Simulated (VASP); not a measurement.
Wanted: the native input for a VASP 6.6.1 run.

```yaml
Task: single point
Functional: PBEsol
Potentials_or_basis: VASP PAW PBE potentials, release 64 (I)
Cutoff: 520 eV
k_mesh: 7 × 7 × 3
Occupations: fermi-dirac, width 0.05 eV
Spin: no spin polarisation
Dipole_correction: no
Further_INCAR_settings: ALGO = Normal; EDIFF = 1e-06; NBANDS = 22
```

The structure of I lies in POSCAR:

```
I
1.0
    3.7063282960     -2.4419931020      0.0000000000
    3.7063282960      2.4419931020      0.0000000000
    0.0000000000      0.0000000000      9.9855169996
I
4
Direct
    0.6493000000      0.3507000000      0.3844000000
    0.1493000000      0.8507000000      0.1156000000
    0.3507000000      0.6493000000      0.6156000000
    0.8507000000      0.1493000000      0.8844000000
```

One way to write it, as run:

INCAR

```
SYSTEM = I
PREC = Accurate
ENCUT = 520
EDIFF = 1E-6
ISMEAR = -1
SIGMA = 0.05
LREAL = .False.
LASPH = .True.
NELM = 60
ALGO = Normal
ISIF = 2
LWAVE = .False.
LCHARG = .False.
GGA = PS
NBANDS = 22
```

KPOINTS

```
Automatic mesh
0
Gamma
  7 7 3
  0 0 0
```

Potentials or basis: VASP PAW PBE potentials, release 64 (I).

Command:

```console
$ cat potpaw_PBE.64/I/POTCAR > POTCAR
$ mpirun -np 1 vasp_std > vasp.out
```

It gave:

| Property | Result |
| --- | --- |
| Pressure | -1.2 GPa |
| Largest force | 0.300 eV/Å |
| Band gap on the k mesh | 1.16 eV (least direct gap 1.22 eV) |

Caveat: this functional lacks dispersion, which holds the molecules together, so the pressure and a relaxed volume are unreliable; the PAW data sets were made with another functional, which shifts forces and pressure a little; spin-orbit coupling is left out, which moves the levels of the heavy elements.

Run time: 81 s on 1 thread of Intel(R) Xeon(R) Platinum 8559C (Emerald Rapids), on a shared host, peak memory 0.33 GiB.
